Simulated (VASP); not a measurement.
Input of a VASP 6.6.1 run:

File INCAR:

```
PREC = Accurate
ENCUT = 520
EDIFF = 1E-7
ISMEAR = -1
SIGMA = 0.1
LREAL = F
LASPH = T
NELM = 60
ALGO = Normal
ISIF = 2
LWAVE = F
LCHARG = T
GGA = CA
LELF = T
LVHAR = T
NBANDS = 18
```

KPOINTS

```
regular mesh
0
Gamma
  10 10 5
```

Contents of POSCAR:

```
AgAu
1.0
    2.8677952974      0.0000000000      0.0000000000
   -1.4338976487      2.4835835804      0.0000000000
    0.0000000000      0.0000000000      4.5890956362
Ag Au
1 1
Direct
    0.0000000000      0.0000000000      0.5000000000
    0.6666666667      0.3333333333      0.0000000000
```

Potentials or basis: VASP PAW LDA potentials, release 64 (Ag, Au).

Launch:

```sh
$ cat potpaw_LDA.64/Ag/POTCAR potpaw_LDA.64/Au/POTCAR > POTCAR
$ mpirun -np 1 vasp_std > vasp.out
```

(1) Predict the pressure.

(2) Estimate the band gap on the k mesh.

Answers

(1) 0.3 GPa.

(2) zero (band 11 reaches 11.79 eV, above the bottom of band 12 at 6.63 eV).

Caveat: spin-orbit coupling is left out, which moves the levels of the heavy elements.
